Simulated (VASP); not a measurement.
# GaAs: single point with r2SCAN

The system is GaAs.

```
Ga As
1.0
     0.00000    2.75801    2.75801
     2.75801    0.00000    2.75801
     2.75801    2.75801    0.00000
Ga As
1 1
Direct
  0.00000 0.00000 0.00000
  0.25000 0.25000 0.25000
```

This cell differs from its parent crystal: strain -2.6%.

```
Program                : VASP 6.6.1
Task                   : single point
Functional             : r2SCAN
Potentials or basis    : VASP PAW PBE potentials, release 64 (Ga_d, As)
Cutoff                 : 520 eV
k mesh                 : 8 × 8 × 8
Occupations            : gaussian, width 0.01 eV
Spin                   : no spin polarisation
Dipole correction      : no
Further INCAR settings : ALGO = Normal; EDIFF = 1e-06; NBANDS = 16
```

The pressure is 7.2 GPa and the band gap on the k mesh is 1.59 eV, indirect (least direct gap 1.61 eV).

Levels at points of the mesh, in eV from the valence-band top:
```tsv
k point	band 6	band 7	band 8	band 9	band 10	band 11	band 12	band 13
(0.00, 0.00, 0.00)	-13.79	0.00	0.00	0.00	1.61	4.05	4.05	4.05
(0.50, 0.00, 0.00)	-11.68	-7.26	-1.31	-1.31	1.59	5.00	5.00	8.38
(0.50, 0.50, 0.00)	-10.81	-7.37	-3.06	-3.06	1.61	1.90	11.49	11.49
```

Run time: 40 s on 1 thread of Intel(R) Xeon(R) 6975P-C (Granite Rapids), with other jobs on the host, peak memory 0.17 GiB.

Caveat: the cell differs from its parent crystal (strain -2.6%); the PAW data sets were made with another functional, which shifts forces and pressure a little. A k mesh can miss the band edges.
